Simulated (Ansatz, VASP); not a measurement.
## One calculation of Ga2O3, two programs

```xyz
10
Lattice="2.3677 1.3670 4.2566 -2.3677 1.3670 4.2566 0.0000 -2.7340 4.2566" Properties=species:S:1:pos:R:3 pbc="T T T"
Ga    0.0000    0.0000    4.5385
Ga    0.0000    0.0000    1.8465
Ga    0.0000    0.0000    8.2314
Ga    0.0000    0.0000   10.9234
O    -0.9299    1.3670    7.4491
O    -0.7189   -1.4888    7.4491
O     1.6488    0.1218    7.4491
O     0.9299   -1.3670    5.3208
O     0.7189    1.4888    5.3208
O    -1.6488   -0.1218    5.3208
```

Change from the starting cell: strain -0.050 along x and y, -0.050 along z, atoms carried along.

Alike in both runs: task single point; functional r2SCAN; k mesh 6 × 6 × 6; occupations gaussian, width 0.05 eV; no spin polarisation.

```csv
,VASP,Ansatz
version,VASP 6.6.1,Ansatz 0.2.0
potentials or method,"VASP PAW PBE potentials, release 64 (Ga_d, O), cutoff 520 eV","scalar-relativistic, plane waves, PAW"
valence electrons in the cell,88,88
```

```csv
,VASP,Ansatz,Ansatz less VASP
gap on the k mesh at the Fermi level (eV),5.39,5.40,+0.012
least direct gap on the mesh (eV),5.62,5.64,+0.023
pressure (GPa),54.5,50.9,-3.52
"traceless stress, the component that is largest in VASP (GPa)",-4.70,-4.08,+0.624
rms of the force components (eV/Å),0.018,0.009,-0.0093
```

VASP's potentials were made for PBE, not for r2SCAN. Atom by atom the forces differ by 0.027 eV/Å (rms over components). Both programs put the cell under a high pressure, so it lies far from rest at this level. With one functional, cell and mesh, what is left measures potentials, basis and numerics.
